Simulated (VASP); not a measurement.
# KGeO3 (Pm-3m) in VASP: single point with LDA

Aim: the single point of KGeO3 with LDA.

Everything below comes from runs of VASP 6.6.1. Logs are shortened: lines on timing, memory, paths and dates and some standing lists are left out, and cuts for length are marked.

## (1) The cell of the first run

The structure is cubic, space group Pm-3m (No. 221). Conventional cell: a = 3.765 Å, b = 3.765 Å, c = 3.765 Å, α = 90.00°, β = 90.00°, γ = 90.00°. K (site symmetry m-3m) has 12 O at 2.66 Å and 8 Ge at 3.26 Å within 3.5 Å. Within 2.5 Å of Ge (site symmetry m-3m) lie 6 O at 1.88 Å. O (site symmetry 4/mmm) has 2 Ge at 1.88 Å within 2.5 Å.

## (2) Single point, LDA

INCAR reads:

```
PREC = Accurate
ENCUT = 910
EDIFF = 1E-6
ISMEAR = 0
SIGMA = 0.05
LREAL = False
LASPH = True
NELM = 120
ALGO = Normal
ISIF = 2
LWAVE = False
LCHARG = False
NBANDS = 28
GGA_COMPAT = False
```

KPOINTS reads:

```
regular mesh
0
Gamma
  5 5 5
```

POSCAR reads:

```
KGeO3
1.0
    3.7654091701      0.0000000000      0.0000000000
    0.0000000000      3.7654091701      0.0000000000
    0.0000000000      0.0000000000      3.7654091701
K Ge O
1 1 3
Direct
    0.0000000000      0.0000000000      0.0000000000
    0.5000000000      0.5000000000      0.5000000000
    0.5000000000      0.5000000000      0.0000000000
    0.0000000000      0.5000000000      0.5000000000
    0.5000000000      0.0000000000      0.5000000000
```

Potentials or basis: VASP PAW LDA potentials, release 64 (K_sv, Ge_d, O_h).

The run is started by

```
cat potpaw_LDA.64/K_sv/POTCAR potpaw_LDA.64/Ge_d/POTCAR potpaw_LDA.64/O_h/POTCAR > POTCAR
mpirun -np 1 vasp_std > vasp.out
```

OUTCAR:

```text
PREC = Accurate
   ENCUT = 910
   EDIFF = 1E-6
   ISMEAR = 0
   LREAL = False
   LASPH = True
   NELM = 120
   ISIF = 2

 ion  position               nearest neighbor table
   1  0.000  0.000  0.000-   3 2.66   4 2.66   5 2.66   4 2.66   5 2.66   3 2.66   4 2.66   4 2.66
                             3 2.66   5 2.66   5 2.66   3 2.66   2 3.26   2 3.26   2 3.26   2 3.26
   2  0.500  0.500  0.500-   3 1.88   4 1.88   5 1.88   3 1.88   5 1.88   4 1.88   1 3.26   1 3.26
                             1 3.26   1 3.26   1 3.26   1 3.26   1 3.26   1 3.26
   3  0.500  0.500  0.000-   2 1.88   2 1.88   1 2.66   1 2.66   1 2.66   1 2.66
   4  0.000  0.500  0.500-   2 1.88   2 1.88   1 2.66   1 2.66   1 2.66   1 2.66
   5  0.500  0.000  0.500-   2 1.88   2 1.88   1 2.66   1 2.66   1 2.66   1 2.66

  LATTYP: Found a simple cubic cell.
 ALAT       =     3.7654091701

  Lattice vectors:

 A1 = (   3.7654091701,   0.0000000000,   0.0000000000)
 A2 = (   0.0000000000,   3.7654091701,   0.0000000000)
 A3 = (   0.0000000000,   0.0000000000,   3.7654091701)

Analysis of symmetry for initial positions (statically):
=====================================================================
 Subroutine PRICEL returns:
 Original cell was already a primitive cell.

 Routine SETGRP: Setting up the symmetry group for a
 simple cubic supercell.

 Subroutine GETGRP returns: Found 48 space group operations
 (whereof 48 operations were pure point group operations)
 out of a pool of 48 trial point group operations.

The static configuration has the point symmetry O_h .

Analysis of symmetry for dynamics (positions and initial velocities):
=====================================================================
 Subroutine PRICEL returns:
 Original cell was already a primitive cell.

 Routine SETGRP: Setting up the symmetry group for a
 simple cubic supercell.

 Subroutine GETGRP returns: Found 48 space group operations
 (whereof 48 operations were pure point group operations)
 out of a pool of 48 trial point group operations.

The dynamic configuration has the point symmetry O_h .

 Subroutine INISYM returns: Found 48 space group operations
 (whereof 48 operations are pure point group operations),
 and found     1 'primitive' translations

[... 83 lines left out ...]
   ENCUT  =  910.0 eV  66.88 Ry    8.18 a.u.   9.26  9.26  9.26*2*pi/ulx,y,z
   NELM   =    120;   NELMIN=  2; NELMDL= -5     # of ELM steps
   EDIFF  = 0.1E-05   stopping-criterion for ELM
   LREAL  =      F    real-space projection
   EDIFFG = 0.1E-04   stopping-criterion for IOM
   NSW    =      0    number of steps for IOM
   IBRION =     -1    ionic relax: 0-MD 1-quasi-New 2-CG
   NFREE  =      0    steps in history (QN), initial steepest desc. (CG)
   ISIF   =      2    stress and relaxation
   ISYM   =      2    0-nonsym 1-usesym 2-fastsym
   POTIM  = 0.5000    time-step for ionic-motion
   TEBEG  =    0.0;   TEEND  =   0.0 temperature during run
   PSTRESS=    0.0 pullay stress
   NELECT =      41.0000    total number of electrons
   NUPDOWN=      -1.0000    fix difference up-down
   EMIN   =  10.00;   EMAX   =-10.00  energy-range for DOS
   EFERMI =   0.00;   METHOD = LEGACY
   ISMEAR =     0;   SIGMA  =   0.05  broadening in eV -4-tet -1-fermi 0-gaus
   EFERMI_NEDOS =   21; number of points for ismear=-14 and -15
   IALGO  =     38    algorithm
   IMIX   =      4    mixing-type and parameters
     AMIX     =   0.40;   BMIX     =  1.00
     AMIX_MAG =   1.60;   BMIX_MAG =  1.00
  volume/ion in A,a.u.               =      10.68        72.05
  Fermi-wavevector in a.u.,A,eV,Ry     =   1.499192  2.833062 30.580139  2.247577
  Thomas-Fermi vector in A             =   2.610854
   LORBIT       =      0    0 simple, 1 ext, 2 COOP (PROOUT), +10 PAW based schemes
   GGA     = CA    functional components
   LHFCALC =     F    Hartree Fock is set to
   AEXX    =    0.0000 exact exchange contribution
   IVDW    =     0    specifies the selected vdW correction
   LEPSILON=     F    determine dielectric tensor
   LRPA    =     F    only Hartree local field effects (RPA)
 non-spin polarized calculation
 Gauss-broadening in eV      SIGMA  =   0.05
  energy-cutoff  :      910.00
  volume of cell :       53.39
 maximum number of plane-waves:      3345
 NGX is ok and might be reduce to    40
   NGX = 19   NGY = 19   NGZ = 19

 number of electron      41.0000002 magnetization

 Free energy of the ion-electron system (eV)
  ---------------------------------------------------
  ext. energy  EPLUGINS =         0.00000000
  ---------------------------------------------------
  free energy    TOTEN  =       -30.45471301 eV

  energy without entropy =      -30.45200915  energy(sigma->0) =      -30.45336108

 E-fermi :   2.8415     XC(G=0): -12.1363

 val. band max:        2.7919369629   @ k =   0.4000   0.2000   0.2000
 cond. band min:       3.2176857195   @ k =   0.4000   0.4000   0.4000
 fundamental gap:      0.4257487565
 Fermi energy:         2.8415335515

 k-point     1 :       0.0000    0.0000    0.0000
  band No.  band energies     occupation
      1     -22.9561      2.00000
      2     -20.9060      2.00000
      3     -20.9060      2.00000
      4     -20.5726      2.00000
      5     -20.5726      2.00000
      6     -20.5726      2.00000
[... 299 lines left out ...]
     27      15.7818      0.00000
     28      15.7862      0.00000

------------------------ aborting loop because EDIFF is reached ----------------------------------------

  FORCE on cell =-STRESS in cart. coord.  units (eV):
  Direction    XX          YY          ZZ          XY          YZ          ZX
  --------------------------------------------------------------------------------------
  -------------------------------------------------------------------------------------
  Total        0.3086277      0.3086277      0.3086277     -0.0000000     -0.0000000      0.0000000
  in kB        9.2620902      9.2620902      9.2620902     -0.0000000     -0.0000000      0.0000000
  external PRESSURE =       9.2620902 kB  Pullay stress =       0.0000000 kB

 VOLUME and BASIS-vectors are now :
 -----------------------------------------------------------------------------
  energy-cutoff  :      910.00
  volume of cell :       53.39
      direct lattice vectors                 reciprocal lattice vectors
     3.765409170  0.000000000  0.000000000     0.265575388  0.000000000  0.000000000
     0.000000000  3.765409170  0.000000000     0.000000000  0.265575388  0.000000000
     0.000000000  0.000000000  3.765409170     0.000000000  0.000000000  0.265575388

 POSITION                                       TOTAL-FORCE (eV/Angst)
 -----------------------------------------------------------------------------------
      0.00000      0.00000      0.00000         0.000000      0.000000      0.000000
      1.88270      1.88270      1.88270         0.000000      0.000000      0.000000
      1.88270      1.88270      0.00000         0.000000      0.000000      0.000000
      0.00000      1.88270      1.88270         0.000000      0.000000      0.000000
      1.88270      0.00000      1.88270         0.000000      0.000000      0.000000
 -----------------------------------------------------------------------------------
    total drift:                               -0.000000      0.000000     -0.000000

  FREE ENERGIE OF THE ION-ELECTRON SYSTEM (eV)
  ---------------------------------------------------
  free  energy   TOTEN  =       -30.4547130119 eV

  energy  without entropy=      -30.4520091472  energy(sigma->0) =      -30.45336108
```

OSZICAR:

```text
N       E                     dE             d eps       ncg     rms          rms(c)
DAV:   1     0.602368002883E+03    0.60237E+03   -0.28927E+04   712   0.437E+03
DAV:   2     0.738547466939E+02   -0.52851E+03   -0.49758E+03   616   0.961E+02
DAV:   3    -0.270714839136E+02   -0.10093E+03   -0.99271E+02   692   0.232E+02
DAV:   4    -0.332051644350E+02   -0.61337E+01   -0.58998E+01   716   0.610E+01
DAV:   5    -0.335196610353E+02   -0.31450E+00   -0.31404E+00   944   0.121E+01    0.119E+01
DAV:   6    -0.305653874648E+02    0.29543E+01   -0.97764E+00   804   0.521E+01    0.688E+00
DAV:   7    -0.305079017755E+02    0.57486E-01   -0.69760E-01   768   0.548E+00    0.405E+00
DAV:   8    -0.304586704420E+02    0.49231E-01   -0.14026E-01   724   0.354E+00    0.473E-01
DAV:   9    -0.304547499838E+02    0.39205E-02   -0.24049E-02   888   0.184E+00    0.155E-01
DAV:  10    -0.304547242953E+02    0.25689E-04   -0.12734E-03   716   0.262E-01    0.737E-02
DAV:  11    -0.304547209582E+02    0.33370E-05   -0.61230E-05   828   0.551E-02    0.327E-02
DAV:  12    -0.304547136335E+02    0.73248E-05   -0.17492E-05   880   0.576E-02    0.106E-02
DAV:  13    -0.304547130119E+02    0.62160E-06   -0.31193E-06   652   0.172E-02
   1 F= -.30454713E+02 E0= -.30453361E+02  d E =-.270386E-02
```

Run time: 20 s. Hardware: 1 thread of Intel Xeon 6975P-C (Granite Rapids), shared host; peak memory 0.21 GiB.

What came out:

```yaml
Free_energy: -30.4547 eV
Pressure: 0.9 GPa
Band_gap_on_the_k_mesh: zero (an odd number of electrons rules out a gap without spin polarisation)
```

Caveat: the cutoff is under 1.25 times the usual one of these potentials, so pressure, stress and relaxed cells hold a basis-set (Pulay) error; an odd number of electrons without spin polarisation forces a metal; a magnetic or distorted state may lie lower.
